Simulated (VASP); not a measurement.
Y2AsN: single point with r2SCAN

Crystal: Y2AsN.

```xyz
4
Lattice="1.8683 1.0787 6.3423 -1.8683 1.0787 6.3423 0.0000 -2.1574 6.3423" Properties=species:S:1:pos:R:3 pbc="T T T"
N     1.8683    1.0787    6.3423
As    0.0000    0.0000    9.5135
Y     0.0000    0.0000    4.9948
Y     0.0000    0.0000   14.0322
```

| Quantity | Value |
| --- | --- |
| Program | VASP 6.6.1 |
| Task | single point |
| Functional | r2SCAN |
| Potentials or basis | VASP PAW PBE potentials, release 64 (N, As, Y_sv) |
| Cutoff | 520 eV |
| k mesh | 8 × 8 × 8 |
| Occupations | fermi-dirac, width 0.02 eV |
| Spin | no spin polarisation |

| Item | Value |
| --- | --- |
| Pressure | 0.0 GPa |
| Band gap on the k mesh | zero (band 16 reaches 5.15 eV, above the bottom of band 17 at 4.23 eV) |

Forces in eV/Å, atoms in the order of the input:
```
N    0.000  0.000  0.000
As   0.000  0.000  0.000
Y    0.000  0.000 -0.002
Y    0.000  0.000  0.002
```

Levels at points of the mesh, in eV from the Fermi level:
```csv
k point,band 12,band 13,band 14,band 15,band 16,band 17,band 18,band 19,band 20,band 21
"(0.00, 0.00, 0.00)",-3.00,-3.00,-0.67,0.51,0.51,1.73,1.98,1.98,3.20,3.26
"(0.50, 0.00, 0.00)",-3.78,-2.73,-2.66,-2.57,-1.02,1.05,2.19,4.15,4.49,5.47
"(0.50, 0.50, 0.00)",-3.04,-2.93,-2.75,-1.44,-0.65,-0.41,4.31,4.36,4.41,4.80
"(0.50, 0.50, 0.50)",-3.17,-2.81,-2.81,-0.34,-0.34,2.27,2.66,2.66,2.83,3.62
```

It took 23 min on 1 thread of Intel(R) Xeon(R) Platinum 8259CL CPU @ 2.50GHz (Skylake/Cascade Lake), on a shared host, peak memory 0.5 GiB.

Caveat: the PAW data sets were made with another functional, which shifts forces and pressure a little.
